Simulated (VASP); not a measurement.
# CuI (Marshite) (F-43m) in VASP: notebook, part 2 of 2

VASP 6.6.1. Earlier steps stand in the parts before.

## (3) Single point, PBE+D3(BJ)+U (volume scaled by 1.02)

INCAR

```
PREC     = Accurate       # precision mode
ENCUT    = 520            # plane-wave cutoff, eV
EDIFF    = 1E-6           # SCF threshold, eV
ISMEAR   = 0              # smearing method
SIGMA    = 0.01           # smearing width, eV
LREAL    = False          # projectors in reciprocal space
LASPH    = True           # aspherical terms in the spheres
NELM     = 150            # most SCF steps
ALGO     = Normal         # electronic algorithm
ISIF     = 2              # what is computed and relaxed
LWAVE    = False          # write WAVECAR
LCHARG   = False          # write CHGCAR
LMAXMIX  = 4              # l up to which the mixer works
LDAU     = True           # DFT+U
LDAUTYPE = 2            
LDAUL    = -1 2           # shell
LDAUU    = 0 3.5          # U, eV
LDAUJ    = 0 0          
LDAUPRINT= 1            
GGA      = PE             # functional
IVDW     = 12             # dispersion correction
NBANDS   = 16             # bands
```

KPOINTS

```
regular mesh
0
Gamma
  8 8 8
```

POSCAR

```
CuI
1.0
    0.0000000000      3.0515767440      3.0515767440
    3.0515767440      0.0000000000      3.0515767440
    3.0515767440      3.0515767440      0.0000000000
I Cu
1 1
Direct
    0.0000000000      0.0000000000      0.0000000000
    0.7500000000      0.7500000000      0.7500000000
```

Potentials or basis: VASP PAW PBE potentials, release 64 (I, Cu).

The run is started by

```sh
cat potpaw_PBE.64/I/POTCAR potpaw_PBE.64/Cu/POTCAR > POTCAR
mpirun -np 1 vasp_std > vasp.out
```

OUTCAR:

```text
PREC = Accurate
   ENCUT = 520
   EDIFF = 1E-6
   ISMEAR = 0
   LREAL = False
   LASPH = True
   NELM = 150
   ISIF = 2
   GGA = PE
   IVDW = 12
 IVDW          = 12

 ion  position               nearest neighbor table
   1  0.000  0.000  0.000-   2 2.64   2 2.64   2 2.64   2 2.64
   2  0.750  0.750  0.750-   1 2.64   1 2.64   1 2.64   1 2.64

  LATTYP: Found a face centered cubic cell.
 ALAT       =     6.1031534880

  Lattice vectors:

 A1 = (   0.0000000000,   3.0515767440,   3.0515767440)
 A2 = (   3.0515767440,   0.0000000000,   3.0515767440)
 A3 = (   3.0515767440,   3.0515767440,   0.0000000000)

Analysis of symmetry for initial positions (statically):
=====================================================================
 Subroutine PRICEL returns:
 Original cell was already a primitive cell.

 Routine SETGRP: Setting up the symmetry group for a
 face centered cubic supercell.

 Subroutine GETGRP returns: Found 24 space group operations
 (whereof 24 operations were pure point group operations)
 out of a pool of 48 trial point group operations.

The static configuration has the point symmetry T_d .

Analysis of symmetry for dynamics (positions and initial velocities):
[... 198 lines left out ...]
 val. band max:        3.7593969063   @ k =   0.0000   0.0000   0.0000
 cond. band min:       5.4062588031   @ k =   0.0000   0.0000   0.0000
 fundamental gap:      1.6468618968
 Fermi energy:         3.8209050960

 k-point     1 :       0.0000    0.0000    0.0000
  band No.  band energies     occupation
      1      -9.6731      2.00000
      2       0.2317      2.00000
      3       0.2317      2.00000
      4       0.2317      2.00000
      5       1.6060      2.00000
      6       1.6060      2.00000
[... 433 lines left out ...]
      3      -0.0503      2.00000
      4       0.3456      2.00000
      5       1.5467      2.00000
      6       1.6169      2.00000
[... 8 lines left out ...]
     15      14.8851      0.00000
     16      15.4727      0.00000

 [... further k-points ...]

------------------------ aborting loop because EDIFF is reached ----------------------------------------

 Edisp (eV)   -0.66898

 E8    (eV) :    -0.2929

  FORCE on cell =-STRESS in cart. coord.  units (eV):
  Direction    XX          YY          ZZ          XY          YZ          ZX
  --------------------------------------------------------------------------------------
  -------------------------------------------------------------------------------------
  Total      -0.73093    -0.73093    -0.73093    -0.00000     0.00000    -0.00000
  in kB     -20.60546   -20.60546   -20.60546    -0.00000     0.00000    -0.00000
  external pressure =      -20.61 kB  Pullay stress =        0.00 kB

 VOLUME and BASIS-vectors are now :
 -----------------------------------------------------------------------------
  energy-cutoff  :      520.00
  volume of cell :       56.83
      direct lattice vectors                 reciprocal lattice vectors
     0.000000000  3.051576744  3.051576744    -0.163849722  0.163849722  0.163849722
     3.051576744  0.000000000  3.051576744     0.163849722 -0.163849722  0.163849722
     3.051576744  3.051576744  0.000000000     0.163849722  0.163849722 -0.163849722

 POSITION                                       TOTAL-FORCE (eV/Angst)
 -----------------------------------------------------------------------------------
      0.00000      0.00000      0.00000         0.000000      0.000000      0.000000
      4.57737      4.57737      4.57737        -0.000000     -0.000000     -0.000000
 -----------------------------------------------------------------------------------
    total drift:                               -0.000001     -0.000001     -0.000001

  FREE ENERGIE OF THE ION-ELECTRON SYSTEM (eV)
  ---------------------------------------------------
  free  energy   TOTEN  =        -5.2600339207 eV

  energy  without entropy=       -5.2600339207  energy(sigma->0) =       -5.26003392
```

OSZICAR:

```text
N       E                     dE             d eps       ncg     rms          rms(c)
DAV:   1     0.959626106866E+02    0.95963E+02   -0.75402E+03   928   0.119E+03
DAV:   2     0.174521830045E+01   -0.94217E+02   -0.85744E+02   984   0.231E+02
DAV:   3    -0.446590180019E+01   -0.62111E+01   -0.61380E+01  1264   0.628E+01
DAV:   4    -0.463174979100E+01   -0.16585E+00   -0.16577E+00  1072   0.983E+00
DAV:   5    -0.464024467847E+01   -0.84949E-02   -0.84948E-02  1464   0.248E+00    0.391E+00
DAV:   6    -0.460592877285E+01    0.34316E-01   -0.39687E-01  1080   0.199E+01    0.233E+00
DAV:   7    -0.459211145443E+01    0.13817E-01   -0.10839E-01  1096   0.107E+01    0.147E+00
DAV:   8    -0.459071088128E+01    0.14006E-02   -0.11455E-02  1504   0.205E+00    0.143E-01
DAV:   9    -0.459084247666E+01   -0.13160E-03   -0.82553E-04  1464   0.473E-01    0.622E-02
DAV:  10    -0.459105723464E+01   -0.21476E-03   -0.24327E-04  1080   0.126E-01    0.243E-02
DAV:  11    -0.459105337572E+01    0.38589E-05   -0.11920E-05  1224   0.588E-02    0.596E-03
DAV:  12    -0.459105553744E+01   -0.21617E-05   -0.71322E-06  1088   0.179E-02    0.425E-03
DAV:  13    -0.459105601808E+01   -0.48064E-06   -0.39108E-07  1064   0.445E-03
   1 F= -.52600339E+01 E0= -.52600339E+01  d E =-.122601E-20
```

Run time: 22 s. Hardware: 1 thread of Intel Xeon 6975P-C, shared host; peak memory 0.19 GiB.

What came out:

* Free energy: -5.2600 eV
* Pressure: -2.1 GPa
* Band gap on the k mesh: 1.65 eV, direct
* Dispersion energy per atom: -0.334 eV

Levels at points of the mesh, in eV from the valence-band top:
| k point | band 6 | band 7 | band 8 | band 9 | band 10 | band 11 | band 12 | band 13 |
| --- | --- | --- | --- | --- | --- | --- | --- | --- |
| (0.00, 0.00, 0.00) | -2.15 | 0.00 | 0.00 | 0.00 | 1.65 | 5.44 | 5.44 | 5.44 |
| (0.50, 0.00, 0.00) | -2.13 | -2.09 | -0.71 | -0.71 | 2.67 | 5.89 | 5.89 | 7.82 |
| (0.50, 0.50, 0.00) | -2.08 | -2.01 | -1.66 | -1.66 | 3.17 | 3.37 | 9.54 | 10.19 |

Eigenvalues of the final occupation matrices:
| site | spin | trace | eigenvalues |
| --- | --- | --- | --- |
| site 2 d | 1 | 4.73 | 0.94 0.94 0.95 0.95 0.95 |
| site 2 d | 2 | 4.73 | 0.94 0.94 0.95 0.95 0.95 |

Caveat: spin-orbit coupling is left out, which moves the levels of the heavy elements.

## (4) Single point, PBE+D3(BJ)+U (volume scaled by 1.04)

INCAR

```
SYSTEM = CuI
  PREC = Accurate
  ENCUT = 520
  EDIFF = 1E-6
  ISMEAR = 0
  SIGMA = 0.01
  LREAL = .False.
  LASPH = .True.
  NELM = 150
  ALGO = Normal
  ISIF = 2
  LWAVE = .False.
  LCHARG = .True.
  LMAXMIX = 4
  LDAU = .True.
  LDAUTYPE = 2
  LDAUL = -1 2
  LDAUU = 0 3.5
  LDAUJ = 0 0
  LDAUPRINT = 1
  GGA = PE
  IVDW = 12
  LELF = .True.
  LVHAR = .True.
  NBANDS = 16
```

KPOINTS

```
Automatic mesh
0
Gamma
  8 8 8
  0 0 0
```

POSCAR

```
CuI
1.0
    0.0000000000      3.0713927327      3.0713927327
    3.0713927327      0.0000000000      3.0713927327
    3.0713927327      3.0713927327      0.0000000000
I Cu
1 1
Direct
    0.0000000000      0.0000000000      0.0000000000
    0.7500000000      0.7500000000      0.7500000000
```

The run is started by

```sh
cat potpaw_PBE.64/I/POTCAR potpaw_PBE.64/Cu/POTCAR > POTCAR
mpirun -np 1 vasp_std > vasp.out
```

Run time: 22 s. Hardware: 1 thread of Intel Xeon 6975P-C, shared host; peak memory 0.19 GiB.

It converged, with:

- Free energy: -5.2436 eV
- Pressure: -2.6 GPa
- Band gap on the k mesh: 1.61 eV, direct
- Dispersion energy per atom: -0.327 eV

Levels at points of the mesh, in eV from the valence-band top:
```csv
k point,band 7,band 8,band 9,band 10,band 11,band 12
"(0.00, 0.00, 0.00)",0.00,0.00,0.00,1.61,5.46,5.46
"(0.50, 0.00, 0.00)",-2.01,-0.68,-0.68,2.66,5.91,5.91
"(0.50, 0.50, 0.00)",-1.94,-1.60,-1.60,3.22,3.38,9.42
```

Eigenvalues of the final occupation matrices:
| site | spin | trace | eigenvalues |
| --- | --- | --- | --- |
| site 2 d | 1 | 4.73 | 0.94 0.94 0.95 0.95 0.95 |
| site 2 d | 2 | 4.73 | 0.94 0.94 0.95 0.95 0.95 |

Caveat: spin-orbit coupling is left out, which moves the levels of the heavy elements.

## (5) The runs side by side

```csv
cell,gap on the mesh (eV),pressure (GPa)
"a = 4.287 Å, angles 60.0°, 2 atoms",1.69,-1.4
"a = 4.316 Å, angles 60.0°, 2 atoms",1.65,-2.1
"a = 4.344 Å, angles 60.0°, 2 atoms",1.61,-2.6
```

Alike in all rows: task single point; level PBE+D3(BJ)+U; potentials or basis VASP PAW PBE potentials, release 64 (I, Cu); no spin polarisation; Cu d U = 3.5 eV; k mesh 8 × 8 × 8; cutoff (eV) 520; smearing gaussian 0.01 eV.

Caveats: spin-orbit coupling is left out, which moves the levels of the heavy elements.

Absolute energies hang on the potentials; compare differences alone.
